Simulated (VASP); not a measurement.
Wanted: the native input for a VASP 6.6.1 run.

| Item | Value |
| --- | --- |
| Task | single point |
| Functional | PBE |
| Potentials or basis | VASP PAW PBE potentials, release 64 (Sn_d, Te) |
| Cutoff | 500 eV |
| k mesh | 6 × 6 × 6 |
| Occupations | gaussian, width 0.01 eV |
| Spin | no spin polarisation |
| Dipole correction | no |
| Further INCAR settings | ALGO = Normal; EDIFF = 1e-06; NBANDS = 17 |

The structure of SnTe lies in POSCAR:

```
SnTe
1.0
    0.0000000000      3.2076054020      3.2076054020
    3.2076054020      0.0000000000      3.2076054020
    3.2076054020      3.2076054020      0.0000000000
Sn Te
1 1
Direct
    0.0000000000      0.0000000000      0.0000000000
    0.5000000000      0.5000000000      0.5000000000
```

One way to write it, as run:

INCAR

```
SYSTEM = SnTe
PREC = Accurate
ENCUT = 500
EDIFF = 1E-6
ISMEAR = 0
SIGMA = 0.01
LREAL = .False.
LASPH = .True.
NELM = 120
ALGO = Normal
ISIF = 2
LWAVE = .False.
LCHARG = .True.
GGA = PE
LELF = .True.
LVHAR = .True.
NBANDS = 17
GGA_COMPAT = .False.
```

KPOINTS

```
regular mesh
0
Gamma
  6 6 6
  0 0 0
```

Potentials or basis: VASP PAW PBE potentials, release 64 (Sn_d, Te).

The run is started by

```bash
$ cat potpaw_PBE.64/Sn_d/POTCAR potpaw_PBE.64/Te/POTCAR > POTCAR
$ mpirun -np 1 vasp_std > vasp.out
```

It gave:

- Pressure: -0.1 GPa
- Band gap on the k mesh: 0.06 eV

Caveat: spin-orbit coupling is left out, which moves the levels of the heavy elements.

Run time: 33 s on 1 thread of AMD EPYC 7R43 64-Core Processor (Zen 3), on a shared host, peak memory 0.17 GiB.
